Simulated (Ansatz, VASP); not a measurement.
# One calculation of Pt, two programs

```xyz
2
Lattice="0.0000 2.8622 2.8622 2.8622 0.0000 2.8622 2.8622 2.8622 0.0000" Properties=species:S:1:pos:R:3 pbc="T T T"
Pt    0.7156    0.7156    0.7156
Pt    5.0089    5.0089    5.0089
```

Alike in both runs: functional r2SCAN; k mesh 10 × 10 × 10; occupations fermi-dirac, width 0.1 eV; no spin polarisation.

Ansatz relaxed the structure, and its values are those at the end. VASP's run is a single point on that final structure, the one shown.

|  | VASP | Ansatz |
| --- | --- | --- |
| version | VASP 6.6.1 | Ansatz 0.2.0 |
| potentials or method | VASP PAW PBE potentials, release 64 (Pt), cutoff 520 eV | plane waves (500 eV) with PAW, scalar-relativistic |
| valence electrons in the cell | 20 | 36 |

```csv
,VASP,Ansatz,Ansatz less VASP
pressure (GPa),0.1,0.0,-0.04
```

VASP's potentials were made for PBE, not for r2SCAN. VASP's potentials hold 20 valence electrons a cell and Ansatz's 36, so a difference there can come from the potentials and not from the codes.

Spin-orbit coupling is off throughout.
